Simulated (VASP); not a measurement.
Wanted: the native input for a VASP 6.6.1 run.

```yaml
Task: single point
Functional: PBE
Potentials_or_basis: VASP PAW PBE potentials, release 64 (Pt, Cl)
Cutoff: 520 eV
k_mesh: 6 × 6 × 4
Occupations: gaussian, width 0.1 eV
Spin: no spin polarisation
Dipole_correction: no
Further_INCAR_settings: ALGO = Normal; EDIFF = 1e-06; NBANDS = 47
```

The structure of Pt3Cl lies in POSCAR:

```
Pt3Cl
1.0
    5.9320801776      0.0000000000      0.0000000000
   -2.9660400888      5.1373321311      0.0000000000
    0.0000000000      0.0000000000      4.7614096169
Pt Cl
6 2
Direct
    0.8330000000      0.6660000000      0.2500000000
    0.1670000000      0.8330000000      0.7500000000
    0.3340000000      0.1670000000      0.2500000000
    0.1670000000      0.3340000000      0.7500000000
    0.8330000000      0.1670000000      0.2500000000
    0.6660000000      0.8330000000      0.7500000000
    0.3333333333      0.6666666667      0.2500000000
    0.6666666667      0.3333333333      0.7500000000
```

The input as run:

INCAR

```
SYSTEM = Pt3Cl
PREC = Accurate
ENCUT = 520
EDIFF = 1E-6
ISMEAR = 0
SIGMA = 0.1
LREAL = .FALSE.
LASPH = .TRUE.
NELM = 80
ALGO = Normal
ISIF = 2
LWAVE = .FALSE.
LCHARG = .FALSE.
GGA = PE
NBANDS = 47
```

KPOINTS

```
Automatic mesh
0
G
  6 6 4
  0 0 0
```

Potentials or basis: VASP PAW PBE potentials, release 64 (Pt, Cl).

Command:

```console
$ cat potpaw_PBE.64/Pt/POTCAR potpaw_PBE.64/Cl/POTCAR > POTCAR
$ mpirun -np 1 vasp_std > vasp.out
```

It gave:

* Pressure: -11.3 GPa
* Largest force: 0.670 eV/Å
* Band gap on the k mesh: zero (bands 37 and 38 overlap by 0.45 eV)

Caveat: the cell stands under tension; spin-orbit coupling is left out, which moves the levels of the heavy elements.

It took 110 s on 1 thread of Oxide Virtual Turin-like Processor (shared host), peak memory 0.29 GiB.
